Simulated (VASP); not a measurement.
Set up this calculation in VASP 6.6.1, as the native input.

```
Task                   : single point
Functional             : BLYP
Potentials or basis    : VASP PAW PBE potentials, release 64 (Zr_sv)
Cutoff                 : 520 eV
k mesh                 : 9 × 9 × 9
Occupations            : fermi-dirac, width 0.1 eV
Spin                   : no spin polarisation
Dipole correction      : no
Further INCAR settings : ALGO = Normal; EDIFF = 1e-07; NBANDS = 19
```

The structure of Zr lies in POSCAR:

```
Zr
1.0
    0.0000000000      3.2315179945      3.2315179945
    3.2315179945      0.0000000000      3.2315179945
    3.2315179945      3.2315179945      0.0000000000
Zr
2
Direct
    0.1250000000      0.1250000000      0.1250000000
    0.8750000000      0.8750000000      0.8750000000
```

This isn't the form of Zr at room conditions, which is hcp.

One way to write it, as run:

INCAR

```
PREC = Accurate ; ENCUT = 520
EDIFF = 1E-7 ; ISMEAR = -1
SIGMA = 0.1 ; LREAL = F
LASPH = T ; NELM = 60
ALGO = Normal ; ISIF = 2
LWAVE = F ; LCHARG = F
GGA = B5 ; ALDAX = 1.0
AGGAX = 1.0 ; AGGAC = 1.0
ALDAC = 0.0 ; NBANDS = 19
```

KPOINTS

```
regular mesh
0
Gamma
  9 9 9
```

Potentials or basis: VASP PAW PBE potentials, release 64 (Zr_sv).

Command:

```bash
$ cat potpaw_PBE.64/Zr_sv/POTCAR > POTCAR
$ mpirun -np 1 vasp_std > vasp.out
```

It gave:

The pressure is 0.0 GPa and the band gap on the k mesh is zero (bands 12 and 13 overlap by 0.13 eV).

Caveat: the PAW data sets were made with another functional, which shifts forces and pressure a little.

Run time: 28 s on 1 thread of Intel(R) Xeon(R) 6975P-C (Granite Rapids), with other jobs on the host, peak memory 0.21 GiB.
